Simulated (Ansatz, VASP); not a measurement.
## One calculation of Mg3TeSe2, two programs

```
Mg Te Se
1.0
     4.61539    0.00000    0.00000
    -2.30770    3.99705    0.00000
     0.00000    0.00000    8.40785
Mg Te Se
3 1 2
Direct
  0.50000 0.00000 0.00000
  0.00000 0.50000 0.00000
  0.50000 0.50000 0.00000
  0.00000 0.00000 0.00000
  0.00000 0.00000 0.21904
  0.00000 0.00000 0.78096
```

Alike in both runs: task single point; functional PBE; k mesh 6 × 6 × 2; occupations gaussian, width 0.1 eV; no spin polarisation.

|  | VASP | Ansatz |
| --- | --- | --- |
| version | VASP 6.6.1 | Ansatz 0.2.0 |
| potentials or method | VASP PAW PBE potentials, release 64 (Mg, Te, Se), cutoff 520 eV | scalar-relativistic, plane waves, PAW |
| valence electrons in the cell | 24 | 78 |

Ansatz gave:

| Quantity | Value |
| --- | --- |
| gap on the k mesh at the Fermi level (eV) | none |
| rms of the force components (eV/Å) | 11.787 |

Question: Which values does VASP return?

Answer: gap on the k mesh at the Fermi level (eV): none; rms of the force components (eV/Å): 12.234.

Atom by atom the forces differ by 0.447 eV/Å (rms over components). A gap of «none» marks a metal or a gap that the smearing closes. With one functional, cell and mesh, what is left measures potentials, basis and numerics. VASP's potentials hold 24 valence electrons a cell and Ansatz's 78, so a difference there can come from the potentials and not from the codes.

The k mesh is coarse, so the values compare programs but aren't converged. Neither program's run includes spin-orbit coupling.
